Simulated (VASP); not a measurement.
**NbH: single point with PBEsol**

NbH:

```
Nb H
1.0
     3.36831    0.00000    0.00000
     0.00000    3.36831    0.00000
     0.00000    0.00000    3.76233
Nb H
2 2
Direct
  0.00000 0.00000 0.00000
  0.50000 0.50000 0.50000
  0.00000 0.00000 0.50000
  0.50000 0.50000 0.00000
```

This cell differs from its parent crystal: biaxial strain in the a-b plane: +6.0 %.

- Program: VASP 6.6.1
- Task: single point
- Functional: PBEsol
- Potentials or basis: VASP PAW PBE potentials, release 64 (Nb_sv, H)
- Cutoff: 520 eV
- k mesh: 14 × 14 × 12
- Occupations: gaussian, width 0.1 eV
- Spin: no spin polarisation
- Dipole correction: no
- Further INCAR settings: ALGO = Normal; EDIFF = 1e-07; NBANDS = 22

| Property | Result |
| --- | --- |
| Pressure | -12.2 GPa |
| Band gap on the k mesh | zero (bands 14 and 15 overlap by 1.06 eV) |

Stress tensor (GPa, compression positive):
```
-17.57   0.00   0.00
  0.00 -17.57   0.00
  0.00   0.00  -1.34
```

Levels at points of the mesh, in eV from the Fermi level:
```tsv
k point	band 12	band 13	band 14	band 15	band 16	band 17
(0.00, 0.00, 0.00)	-0.82	-0.82	0.10	0.69	1.21	3.48
(0.50, 0.00, 0.00)	-2.57	-0.73	-0.73	-0.17	-0.17	1.13
(0.50, 0.50, 0.00)	-2.86	0.58	0.58	1.94	1.94	2.89
(0.00, 0.00, 0.50)	-1.79	0.06	0.06	0.06	0.06	0.90
(0.50, 0.00, 0.50)	-4.34	-2.07	-2.07	0.45	0.45	2.48
(0.50, 0.50, 0.50)	-2.06	-2.06	-2.06	1.21	1.21	2.94
```

Wall time 110 s on 1 thread of AMD EPYC 9R45 96-Core Processor (Zen 5), with other jobs on the host, peak memory 0.28 GiB.

Caveat: the cell differs from its parent crystal (biaxial strain in the a-b plane: +6.0 %); the stress differs along the axes, from -18 to -1 GPa; the PAW data sets were made with another functional, which shifts forces and pressure a little.
